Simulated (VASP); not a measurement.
Runs of VASP 6.6.1 on TaF. The structure is that of space group P-6m2 (No. 187), or close to it. The cells are those of the table. 

```tsv
task	cell	k mesh	cutoff (eV)	gap on the mesh (eV)	pressure (GPa)	relaxed volume (Å³/atom)
single point	a = 3.079, b = 3.079, c = 3.003 Å, angles 90.0, 90.0, 120.0°, 2 atoms	6 × 6 × 6	520	none	26.9	-
relaxation of cell and atoms	relaxed from a = 3.079, b = 3.079, c = 3.003 Å, angles 90.0, 90.0, 120.0°, 2 atoms	6 × 6 × 6	600	none	-0.1	(a)
single point	a = 2.793, b = 2.793, c = 4.144 Å, angles 90.0, 90.0, 120.0°, 2 atoms	24 × 24 × 14	520	none	-0.1	-
relaxation of cell and atoms	relaxed from a = 2.771, b = 2.771, c = 4.149 Å, angles 90.0, 90.0, 120.0°, 2 atoms	24 × 24 × 14	600	none	0.0	13.98
single point	a = 2.771, b = 2.771, c = 4.149 Å, angles 90.0, 90.0, 120.0°, 2 atoms	6 × 6 × 6	520	none	-0.1	-
```

Alike in all rows: level PBE; potentials or basis VASP PAW PBE potentials, release 64 (Ta_pv, F); no spin polarisation; smearing gaussian 0.1 eV.

Fill in the values left out.

(a) 13.47.

Caveats: some runs use coarse meshes; spin-orbit coupling is left out, which moves the levels of the heavy elements; a cell axis changed by over 15 % at a fixed basis, so the end point is rough (at least some runs).

A k mesh can miss the band edges, and the runs leave out spin-orbit coupling on Ta.

A gap of «none» marks levels without a gap at the run's occupations.
